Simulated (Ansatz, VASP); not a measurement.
# Two plane-wave programs on Ta

```xyz
1
Lattice="2.6402 0.0000 0.0000 0.0000 2.6402 0.0000 0.0000 0.0000 2.6402" Properties=species:S:1:pos:R:3 pbc="T T T"
Ta    0.0000    0.0000    0.0000
```

Alike in both runs: task single point; functional revPBE; k mesh 13 × 13 × 13; occupations fermi-dirac, width 0.1 eV; no spin polarisation.

```csv
,VASP,Ansatz
version,VASP 6.6.1,Ansatz 0.2.0
potentials or method,"VASP PAW PBE potentials, release 64 (Ta_pv), cutoff 520 eV","plane waves (420 eV) with PAW, scalar-relativistic"
valence electrons in the cell,11,13
```

Ansatz gave:

```
pressure (GPa) : 22.6
```

Problem. Which values does VASP return?

Solution. Pressure (GPa): 22.9.

VASP's potentials were made for PBE, not for revPBE. VASP's potentials hold 11 valence electrons a cell and Ansatz's 13, so a difference there can come from the potentials and not from the codes.

Neither program's run includes spin-orbit coupling.
